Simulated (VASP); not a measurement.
# MnHg (P4/mmm) in VASP: notebook, part 2 of 2

VASP 6.6.1. Earlier steps stand in the parts before.

**3. Single point, PBE, collinear spin, ferromagnetic start**

INCAR

```
SYSTEM = MnHg
PREC     = Accurate       ! precision mode
ENCUT    = 520            ! plane-wave cutoff, eV
EDIFF    = 1E-6           ! SCF threshold, eV
ISMEAR   = 0              ! smearing method
SIGMA    = 0.1            ! smearing width, eV
LREAL    = .False.        ! projectors in reciprocal space
LASPH    = .True.         ! aspherical terms in the spheres
NELM     = 150            ! most SCF steps
ALGO     = Normal         ! electronic algorithm
ISIF     = 2              ! what is computed and relaxed
LWAVE    = .False.        ! write WAVECAR
LCHARG   = .True.         ! write CHGCAR
ISPIN    = 2              ! spin polarisation
MAGMOM   = 4 0            ! initial moments
LORBIT   = 11             ! projections on sites
LMAXMIX  = 4              ! l up to which the mixer works
GGA      = PE             ! functional
LELF     = .True.         ! ELF
LVHAR    = .True.       
NBANDS   = 24             ! bands
```

KPOINTS

```
regular mesh
0
Gamma
  12 12 12
  0 0 0
```

POSCAR

```
MnHg
1.0
    3.2880000000      0.0000000000      0.0000000000
    0.0000000000      3.2880000000      0.0000000000
    0.0000000000      0.0000000000      3.3130000000
Mn Hg
1 1
Direct
    0.5000000000      0.5000000000      0.5000000000
    0.0000000000      0.0000000000      0.0000000000
```

Potentials or basis: VASP PAW PBE potentials, release 64 (Mn_pv, Hg).

Run with:

```bash
$ cat potpaw_PBE.64/Mn_pv/POTCAR potpaw_PBE.64/Hg/POTCAR > POTCAR
$ mpirun -np 1 vasp_std > vasp.out
```

Wall time 77 s (1 thread of Intel Xeon 6975P-C (Granite Rapids), shared host); peak memory 0.35 GiB.

It converged, with:

| Quantity | Value |
| --- | --- |
| Free energy | -8.4894 eV |
| Pressure | 2.5 GPa |
| Net moment | 3.89 μB per cell |
| Site moments | Mn +3.81; Hg -0.06 μB |
| Valence electrons inside the program's atomic spheres | Mn 11.42; Hg 10.61 |

Stress tensor (GPa, compression positive):
```
2.58 0.00 0.00
0.00 2.58 0.00
0.00 0.00 2.39
```

Levels at points of the mesh, in eV from the Fermi level:
Spin up:
```tsv
k point	band 13	band 14	band 15	band 16	band 17	band 18
(0.00, 0.00, 0.00)	-2.05	-2.05	4.79	5.00	5.00	8.79
(0.50, 0.00, 0.00)	-2.77	-2.28	-1.55	10.07	10.27	10.68
(0.50, 0.50, 0.00)	-2.01	-1.69	-1.69	0.73	3.02	11.77
(0.00, 0.00, 0.50)	-2.77	-2.27	-1.61	10.20	10.20	10.79
(0.50, 0.00, 0.50)	-2.03	-1.74	-1.72	0.69	2.95	11.90
(0.50, 0.50, 0.50)	-1.99	0.51	4.16	4.16	4.22	4.59
```
Spin down:
```
           k point  band 8  band 9  band 10  band 11  band 12  band 13  band 14  band 15
(0.00, 0.00, 0.00)   -7.11   -7.10     0.30     0.32     1.46     1.46     1.48     5.15
(0.50, 0.00, 0.00)   -7.01   -4.99    -4.52    -0.06     0.35     0.41     1.26     2.07
(0.50, 0.50, 0.00)   -6.53   -3.49    -1.44    -1.44     0.52     1.29     1.29     1.90
(0.00, 0.00, 0.50)   -7.00   -5.07    -4.55    -0.08     0.40     0.40     1.28     2.02
(0.50, 0.00, 0.50)   -6.55   -3.55    -1.49    -1.48     0.47     1.30     1.30     1.89
(0.50, 0.50, 0.50)   -6.50   -1.65    -1.64    -1.64     0.38     1.92     1.94     5.62
```

Caveat: spin-orbit coupling is left out, which moves the levels of the heavy elements.

**4. Single point, PBE, collinear spin, ferromagnetic start**

INCAR

```
PREC = Accurate ; ENCUT = 520
EDIFF = 1E-7 ; ISMEAR = 0
SIGMA = 0.1 ; LREAL = F
LASPH = T ; NELM = 150
ALGO = Fast ; ISIF = 2
LWAVE = F ; LCHARG = F
ISPIN = 2 ; MAGMOM = 5 0
LORBIT = 11 ; LMAXMIX = 4
GGA = PE ; NBANDS = 24
```

KPOINTS

```
Automatic mesh
0
Gamma
  12 12 12
```

POSCAR is that of step 3.

Potentials or basis: VASP PAW PBE potentials, release 64 (Mn_pv, Hg).

Run with:

```bash
$ cat potpaw_PBE.64/Mn_pv/POTCAR potpaw_PBE.64/Hg/POTCAR > POTCAR
$ mpirun -np 1 vasp_std > vasp.out
```

OUTCAR:

```text
PREC = Accurate
   ENCUT = 520
   EDIFF = 1E-7
   ISMEAR = 0
   LREAL = F
   LASPH = T
   NELM = 150
   ISIF = 2
   ISPIN = 2
   LORBIT = 11
   GGA = PE

 ion  position               nearest neighbor table
   1  0.500  0.500  0.500-   2 2.85   2 2.85   2 2.85   2 2.85   2 2.85   2 2.85   2 2.85   2 2.85

   2  0.000  0.000  0.000-   1 2.85   1 2.85   1 2.85   1 2.85   1 2.85   1 2.85   1 2.85   1 2.85

  LATTYP: Found a simple tetragonal cell.
 ALAT       =     3.2880000000
 C/A-ratio  =     1.0076034063

  Lattice vectors:
[... 1513 lines left out ...]
  external PRESSURE =      25.3988725 kB  Pullay stress =       0.0000000 kB

 VOLUME and BASIS-vectors are now :
 -----------------------------------------------------------------------------
  energy-cutoff  :      520.00
  volume of cell :       35.82
      direct lattice vectors                 reciprocal lattice vectors
     3.288000000  0.000000000  0.000000000     0.304136253  0.000000000  0.000000000
     0.000000000  3.288000000  0.000000000     0.000000000  0.304136253  0.000000000
     0.000000000  0.000000000  3.313000000     0.000000000  0.000000000  0.301841232

 POSITION                                       TOTAL-FORCE (eV/Angst)
 -----------------------------------------------------------------------------------
      1.64400      1.64400      1.65650         0.000000      0.000000      0.000000
      0.00000      0.00000      0.00000         0.000000      0.000000      0.000000
 -----------------------------------------------------------------------------------
    total drift:                                0.000000      0.000000     -0.000000

  FREE ENERGIE OF THE ION-ELECTRON SYSTEM (eV)
  ---------------------------------------------------
  free  energy   TOTEN  =        -8.4893984410 eV

  energy  without entropy=       -8.4813874396  energy(sigma->0) =       -8.48539294

 total charge

# of ion       s       p       d       tot
------------------------------------------
    1        0.254   6.179   4.984  11.417
    2        0.818   0.532   9.256  10.606
--------------------------------------------------
tot          1.072   6.710  14.240  22.023

 magnetization (x)

# of ion       s       p       d       tot
------------------------------------------
    1        0.029   0.015   3.764   3.808
    2       -0.043  -0.062   0.050  -0.055
--------------------------------------------------
tot         -0.014  -0.046   3.814   3.753
```

OSZICAR:

```text
N       E                     dE             d eps       ncg     rms          rms(c)
DAV:   1     0.234790436948E+03    0.23479E+03   -0.14054E+04 19016   0.120E+03
DAV:   2    -0.123359962821E+01   -0.23602E+03   -0.22427E+03 19712   0.344E+02
DAV:   3    -0.874008110829E+01   -0.75065E+01   -0.74830E+01 22096   0.690E+01
DAV:   4    -0.879314714390E+01   -0.53066E-01   -0.53063E-01 21264   0.547E+00
DAV:   5    -0.879392764907E+01   -0.78051E-03   -0.78049E-03 22840   0.607E-01    0.114E+01
RMM:   6    -0.856095356437E+01    0.23297E+00   -0.17403E+00 21681   0.982E+00    0.662E+00
RMM:   7    -0.851032767616E+01    0.50626E-01   -0.30195E-01 21005   0.387E+00    0.474E+00
RMM:   8    -0.848871416142E+01    0.21614E-01   -0.27555E-02 21578   0.111E+00    0.266E+00
RMM:   9    -0.848913497792E+01   -0.42082E-03   -0.39048E-03 21382   0.547E-01    0.947E-01
RMM:  10    -0.848928743137E+01   -0.15245E-03   -0.14588E-03 22212   0.359E-01    0.105E-01
RMM:  11    -0.848937418343E+01   -0.86752E-04   -0.20415E-04 22754   0.126E-01    0.468E-02
RMM:  12    -0.848939099554E+01   -0.16812E-04   -0.33887E-05 22374   0.570E-02    0.221E-02
RMM:  13    -0.848939736480E+01   -0.63693E-05   -0.11775E-05 22511   0.318E-02    0.572E-03
RMM:  14    -0.848939824754E+01   -0.88275E-06   -0.26870E-06 22761   0.139E-02    0.225E-03
RMM:  15    -0.848939834893E+01   -0.10139E-06   -0.36887E-07 18310   0.439E-03    0.133E-03
RMM:  16    -0.848939844102E+01   -0.92086E-07   -0.90791E-08 14593   0.210E-03
   1 F= -.84893984E+01 E0= -.84853929E+01  d E =-.801100E-02  mag=     3.8937
```

Run time: 93 s. Hardware: 1 thread of Intel Xeon 6975P-C (Granite Rapids), shared host; peak memory 0.35 GiB.

Results:

```
Free energy                                           : -8.4894 eV
Pressure                                              : 2.5 GPa
Net moment                                            : 3.89 μB per cell
Site moments                                          : Mn +3.81; Hg -0.06 μB
Valence electrons inside the program's atomic spheres : Mn 11.42; Hg 10.61
```

Stress tensor (GPa, compression positive):
```
2.60 0.00 0.00
0.00 2.60 0.00
0.00 0.00 2.42
```

Caveat: spin-orbit coupling is left out, which moves the levels of the heavy elements.
